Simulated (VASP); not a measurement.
# SiC (Fm-3m) in VASP: a series of runs

SiC is run at these levels: r2SCAN; tasks: single point, relaxation of cell and atoms.

Program: VASP 6.6.1. These are calculated values, not measurements. Logs are shortened: lines on timing, memory, paths and dates and some standing lists are left out, and cuts for length are marked.

### 1 The cell of the first run

The structure is cubic, space group Fm-3m (No. 225). Conventional cell: a = 4.026 Å, b = 4.026 Å, c = 4.026 Å, α = 90.00°, β = 90.00°, γ = 90.00°. Within 2.7 Å of Si (site symmetry m-3m) lie 6 C at 2.01 Å. C (site symmetry m-3m) has 6 Si at 2.01 Å within 2.7 Å.

### 2 Single point, r2SCAN

File POSCAR:

```
SiC
1.0
    0.0000000000      2.0132148452      2.0132148452
    2.0132148452      0.0000000000      2.0132148452
    2.0132148452      2.0132148452      0.0000000000
Si C
1 1
Direct
    0.0000000000      0.0000000000      0.0000000000
    0.5000000000      0.5000000000      0.5000000000
```

File INCAR.step1:

```
SYSTEM = SiC
  PREC = Accurate
  ENCUT = 520
  ISMEAR = 0
  SIGMA = 0.1
  LREAL = .FALSE.
  LASPH = .TRUE.
  NELM = 100
  NBANDS = 11
  GGA = PE
  ALGO = Normal
  EDIFF = 1E-4
  LWAVE = .TRUE.
  LCHARG = .FALSE.
```

File INCAR.step2:

```
SYSTEM = SiC
  PREC = Accurate
  ENCUT = 520
  EDIFF = 1E-7
  ISMEAR = 0
  SIGMA = 0.1
  LREAL = .FALSE.
  LASPH = .TRUE.
  NELM = 100
  ALGO = Normal
  ISIF = 2
  LWAVE = .FALSE.
  LCHARG = .FALSE.
  METAGGA = R2SCAN
  LMIXTAU = .TRUE.
  NBANDS = 11
  ISTART = 1
```

File KPOINTS:

```
Automatic mesh
0
G
  18 18 18
  0 0 0
```

Potentials or basis: VASP PAW PBE potentials, release 64 (Si, C).

On the command line:

```sh
$ cat potpaw_PBE.64/Si/POTCAR potpaw_PBE.64/C/POTCAR > POTCAR
$ cp INCAR.step1 INCAR
$ mpirun -np 1 vasp_std > vasp.out
$ cp INCAR.step2 INCAR
$ mpirun -np 1 vasp_std > vasp.out
```

OUTCAR:

```text
SYSTEM = SiC
   PREC = Accurate
   ENCUT = 520
   EDIFF = 1E-7
   ISMEAR = 0
   LREAL = .FALSE.
   LASPH = .TRUE.
   NELM = 100
   ISIF = 2
   METAGGA = R2SCAN
   ISTART = 1

 ion  position               nearest neighbor table
   1  0.000  0.000  0.000-   2 2.01   2 2.01   2 2.01   2 2.01   2 2.01   2 2.01
   2  0.500  0.500  0.500-   1 2.01   1 2.01   1 2.01   1 2.01   1 2.01   1 2.01

  LATTYP: Found a face centered cubic cell.
 ALAT       =     4.0264296904

  Lattice vectors:

 A1 = (   0.0000000000,   2.0132148452,   2.0132148452)
 A2 = (   2.0132148452,   0.0000000000,   2.0132148452)
 A3 = (   2.0132148452,   2.0132148452,   0.0000000000)

Analysis of symmetry for initial positions (statically):
=====================================================================
 Subroutine PRICEL returns:
 Original cell was already a primitive cell.

 Routine SETGRP: Setting up the symmetry group for a
 face centered cubic supercell.

 Subroutine GETGRP returns: Found 48 space group operations
 (whereof 48 operations were pure point group operations)
 out of a pool of 48 trial point group operations.

The static configuration has the point symmetry O_h .

Analysis of symmetry for dynamics (positions and initial velocities):
=====================================================================
 Subroutine PRICEL returns:
 Original cell was already a primitive cell.

 Routine SETGRP: Setting up the symmetry group for a
 face centered cubic supercell.

 Subroutine GETGRP returns: Found 48 space group operations
 (whereof 48 operations were pure point group operations)
 out of a pool of 48 trial point group operations.

The dynamic configuration has the point symmetry O_h .

 Subroutine INISYM returns: Found 48 space group operations
 (whereof 48 operations are pure point group operations),
 and found     1 'primitive' translations

----------------------------------------------------------------------------------------

                                     Primitive cell

  volume of cell :      16.3193

  direct lattice vectors                    reciprocal lattice vectors
     0.000000000  2.013214845  2.013214845    -0.248358987  0.248358987  0.248358987
     2.013214845  0.000000000  2.013214845     0.248358987 -0.248358987  0.248358987
     2.013214845  2.013214845  0.000000000     0.248358987  0.248358987 -0.248358987

  length of vectors
     2.847115738  2.847115738  2.847115738     0.430170384  0.430170384  0.430170384

  position of ions in fractional coordinates (direct lattice)
     0.000000000  0.000000000  0.000000000
     0.500000000  0.500000000  0.500000000
[... 87 lines left out ...]
   PSTRESS=    0.0 pullay stress
   NELECT =       8.0000    total number of electrons
   NUPDOWN=      -1.0000    fix difference up-down
   EMIN   =  10.00;   EMAX   =-10.00  energy-range for DOS
   EFERMI =   0.00;   METHOD = LEGACY
   ISMEAR =     0;   SIGMA  =   0.10  broadening in eV -4-tet -1-fermi 0-gaus
   EFERMI_NEDOS =   21; number of points for ismear=-14 and -15
   IALGO  =     38    algorithm
   IMIX   =      4    mixing-type and parameters
     AMIX     =   0.40;   BMIX     =  1.00
     AMIX_MAG =   1.60;   BMIX_MAG =  1.00
  volume/ion in A,a.u.               =       8.16        55.06
  Fermi-wavevector in a.u.,A,eV,Ry     =   1.290837  2.439328 22.670842  1.666260
  Thomas-Fermi vector in A             =   2.422644
   LORBIT       =      0    0 simple, 1 ext, 2 COOP (PROOUT), +10 PAW based schemes
   METAGGA = R2SCAN    functional components
   LHFCALC =     F    Hartree Fock is set to
   AEXX    =    0.0000 exact exchange contribution
   IVDW    =     0    specifies the selected vdW correction
   LEPSILON=     F    determine dielectric tensor
   LRPA    =     F    only Hartree local field effects (RPA)
 non-spin polarized calculation
 Gauss-broadening in eV      SIGMA  =   0.10
  energy-cutoff  :      520.00
  volume of cell :       16.32
 maximum number of plane-waves:       459
 NGX is ok and might be reduce to    24
   NGX = 11   NGY = 11   NGZ = 11

 number of electron       8.0000000 magnetization

 Free energy of the ion-electron system (eV)
  ---------------------------------------------------
  ext. energy  EPLUGINS =         0.00000000
  ---------------------------------------------------
  free energy    TOTEN  =       -17.65881658 eV

  energy without entropy =      -17.65768245  energy(sigma->0) =      -17.65824952

 E-fermi :  12.6738     XC(G=0): -13.5100

 val. band max:       12.6236467968   @ k =  -0.1667   0.1111   0.0000
 cond. band min:      12.6755110435   @ k =   0.0000   0.0000   0.0000
 fundamental gap:      0.0518642467
 Fermi energy:        12.6738464609

 k-point     1 :       0.0000    0.0000    0.0000
  band No.  band energies     occupation
      1      -6.9676      2.00000
      2      12.6755      0.98122
      3      12.6755      0.98122
      4      12.6755      0.98121
      5      21.1159      0.00000
      6      22.0758      0.00000
      7      22.0758      0.00000
      8      22.0758      0.00000
      9      26.5929      0.00000
     10      26.5929      0.00000
     11      26.5929      0.00000
[... 309 lines left out ...]
 k-point    24 :      -0.2222    0.0556    0.0000
  band No.  band energies     occupation
      1      -5.4205      2.00000
      2       7.1912      2.00000
      3      11.1941      2.00000
      4      12.3476      2.00000
      5      20.2438      0.00000
      6      20.2841      0.00000
      7      20.8902      0.00000
      8      24.0955      0.00000
      9      24.8387      0.00000
     10      26.0150      0.00000
     11      27.2720      0.00000

 [... further k-points ...]

------------------------ aborting loop because EDIFF is reached ----------------------------------------

  FORCE on cell =-STRESS in cart. coord.  units (eV):
  Direction    XX          YY          ZZ          XY          YZ          ZX
  --------------------------------------------------------------------------------------
  -------------------------------------------------------------------------------------
  Total        0.0294756      0.0294756      0.0294756      0.0000000      0.0000000      0.0000000
  in kB        2.8938303      2.8938303      2.8938303      0.0000000      0.0000000      0.0000000
  external PRESSURE =       2.8938303 kB  Pullay stress =       0.0000000 kB

 VOLUME and BASIS-vectors are now :
 -----------------------------------------------------------------------------
  energy-cutoff  :      520.00
  volume of cell :       16.32
      direct lattice vectors                 reciprocal lattice vectors
     0.000000000  2.013214845  2.013214845    -0.248358987  0.248358987  0.248358987
     2.013214845  0.000000000  2.013214845     0.248358987 -0.248358987  0.248358987
     2.013214845  2.013214845  0.000000000     0.248358987  0.248358987 -0.248358987

 POSITION                                       TOTAL-FORCE (eV/Angst)
 -----------------------------------------------------------------------------------
      0.00000      0.00000      0.00000        -0.000000     -0.000000      0.000000
      2.01321      2.01321      2.01321         0.000000      0.000000     -0.000000
 -----------------------------------------------------------------------------------
    total drift:                               -0.000000     -0.000000      0.000000

  FREE ENERGIE OF THE ION-ELECTRON SYSTEM (eV)
  ---------------------------------------------------
  free  energy   TOTEN  =       -17.6588165796 eV

  energy  without entropy=      -17.6576824547  energy(sigma->0) =      -17.65824952
```

OSZICAR.step1:

```text
N       E                     dE             d eps       ncg     rms          rms(c)
DAV:   1     0.247889707772E+01    0.24789E+01   -0.41625E+03  4592   0.628E+02
DAV:   2    -0.145704655898E+02   -0.17049E+02   -0.15994E+02  5438   0.106E+02
DAV:   3    -0.150050688176E+02   -0.43460E+00   -0.43379E+00  5173   0.132E+01
DAV:   4    -0.150060110477E+02   -0.94223E-03   -0.94218E-03  4753   0.760E-01
DAV:   5    -0.150060131945E+02   -0.21467E-05   -0.21467E-05  5090   0.339E-02    0.837E+00
DAV:   6    -0.135943798236E+02    0.14116E+01   -0.47390E+00  4605   0.100E+01    0.360E+00
DAV:   7    -0.135686254407E+02    0.25754E-01   -0.35225E-01  4963   0.340E+00    0.146E+00
DAV:   8    -0.135686602143E+02   -0.34774E-04   -0.90150E-03  4551   0.603E-01    0.356E-01
DAV:   9    -0.135687316803E+02   -0.71466E-04   -0.16169E-03  4789   0.239E-01    0.128E-01
DAV:  10    -0.135687495683E+02   -0.17888E-04   -0.44165E-05  2397   0.519E-02
   1 F= -.13568750E+02 E0= -.13568052E+02  d E =-.139613E-02
```

Wall time 70 s (1 thread of Intel Xeon Platinum 8488C (Sapphire Rapids), shared host); peak memory 0.16 GiB.

What came out:

```
Free energy            : -17.6588 eV
Pressure               : 0.3 GPa
Band gap on the k mesh : zero (band 4 reaches 12.73 eV, above the bottom of band 5 at 12.06 eV)
```

Levels at points of the mesh, in eV from the Fermi level:
```csv
k point,band 1,band 2,band 3,band 4,band 5,band 6,band 7,band 8
"(0.00, 0.00, 0.00)",-19.64,0.00,0.00,0.00,8.44,9.40,9.40,9.40
"(0.50, 0.00, 0.00)",-14.27,-12.14,-1.20,-1.20,5.73,5.73,6.56,10.78
"(0.50, 0.50, 0.00)",-12.40,-10.39,-4.63,-4.63,-0.62,2.89,16.23,16.23
```

Caveat: the PAW data sets were made with another functional, which shifts forces and pressure a little.

### 3 Relaxation of cell and atoms, r2SCAN

This run uses another cell than the first one, of 8.35 Å³/atom, 1.023 times its volume.

File POSCAR:

```
SiC
1.0
    0.0000000000      2.0286567181      2.0286567181
    2.0286567181      0.0000000000      2.0286567181
    2.0286567181      2.0286567181      0.0000000000
Si C
1 1
Direct
    0.0000000000      0.0000000000      0.0000000000
    0.5000000000      0.5000000000      0.5000000000
```

File INCAR.step1:

```
SYSTEM = SiC
PREC     = Accurate       ! precision mode
ENCUT    = 600            ! plane-wave cutoff, eV
ISMEAR   = 0              ! smearing method
SIGMA    = 0.1            ! smearing width, eV
LREAL    = .False.        ! projectors in reciprocal space
LASPH    = .True.         ! aspherical terms in the spheres
NELM     = 100            ! most SCF steps
GGA      = PE             ! functional
ALGO     = Normal         ! electronic algorithm
EDIFF    = 1E-4           ! SCF threshold, eV
LWAVE    = .True.         ! write WAVECAR
LCHARG   = .False.        ! write CHGCAR
```

File INCAR.step2:

```
SYSTEM = SiC
PREC     = Accurate       ! precision mode
ENCUT    = 600            ! plane-wave cutoff, eV
EDIFF    = 1E-6           ! SCF threshold, eV
ISMEAR   = 0              ! smearing method
SIGMA    = 0.1            ! smearing width, eV
LREAL    = .False.        ! projectors in reciprocal space
LASPH    = .True.         ! aspherical terms in the spheres
NELM     = 100            ! most SCF steps
ALGO     = Normal         ! electronic algorithm
ISIF     = 3              ! what is computed and relaxed
LWAVE    = .False.        ! write WAVECAR
LCHARG   = .False.        ! write CHGCAR
METAGGA  = R2SCAN         ! meta-GGA
LMIXTAU  = .True.       
IBRION   = 2              ! ionic algorithm
NSW      = 70             ! ionic steps
EDIFFG   = -0.005         ! ionic threshold
ISTART   = 1
```

File KPOINTS:

```
Automatic mesh
0
Gamma
  18 18 18
  0 0 0
```

Potentials or basis: VASP PAW PBE potentials, release 64 (Si, C).

On the command line:

```sh
$ cat potpaw_PBE.64/Si/POTCAR potpaw_PBE.64/C/POTCAR > POTCAR
$ cp INCAR.step1 INCAR
$ mpirun -np 1 vasp_std > vasp.out
$ cp INCAR.step2 INCAR
$ mpirun -np 1 vasp_std > vasp.out
```

Run time: 2.2 min. Hardware: 1 thread of Intel Xeon Platinum 8488C (Sapphire Rapids), shared host; peak memory 0.16 GiB.

The run converged. Its results:

| Quantity | Value |
| --- | --- |
| Free energy | -17.6614 eV |
| Relaxed volume | 8.16 Å³/atom |
| Relaxed cell | a = 2.847 Å, b = 2.847 Å, c = 2.847 Å, α = 60.00°, β = 60.00°, γ = 60.00° |
| Space group after relaxing (to 0.05 Å) | Fm-3m (No. 225) |
| Energy gained by relaxing | 3.3 meV/atom |
| Ionic steps | 3 |
| Pressure after relaxing | 0.0 GPa |
| Band gap on the k mesh | zero (band 4 reaches 12.73 eV, above the bottom of band 5 at 12.05 eV) |

The path:
```tsv
step	energy change (eV)	largest force (eV/Å)	pressure (GPa)	volume (Å³)
1	0.0000	0.0000	-5.48	16.70
2	-0.0016	0.0000	5.31	16.02
3	-0.0065	0.0000	-0.02	16.33
```

Final structure:
```cif
data_structure
_symmetry_space_group_name_H-M 'P 1'
_symmetry_Int_Tables_number 1
_cell_length_a 2.8475
_cell_length_b 2.8475
_cell_length_c 2.8475
_cell_angle_alpha 60.000
_cell_angle_beta 60.000
_cell_angle_gamma 60.000
_cell_volume 16.33
loop_
_atom_site_label
_atom_site_type_symbol
_atom_site_fract_x
_atom_site_fract_y
_atom_site_fract_z
_atom_site_occupancy
Si1 Si 0.00000 0.00000 0.00000 1
C1 C 0.50000 0.50000 0.50000 1
```

Levels at points of the mesh, in eV from the Fermi level:
```csv
k point,band 1,band 2,band 3,band 4,band 5,band 6,band 7,band 8
"(0.00, 0.00, 0.00)",-19.64,0.00,0.00,0.00,8.43,9.40,9.40,9.40
"(0.50, 0.00, 0.00)",-14.27,-12.14,-1.20,-1.20,5.73,5.73,6.56,10.78
"(0.50, 0.50, 0.00)",-12.39,-10.39,-4.63,-4.63,-0.62,2.89,16.23,16.23
```

Caveat: the PAW data sets were made with another functional, which shifts forces and pressure a little.
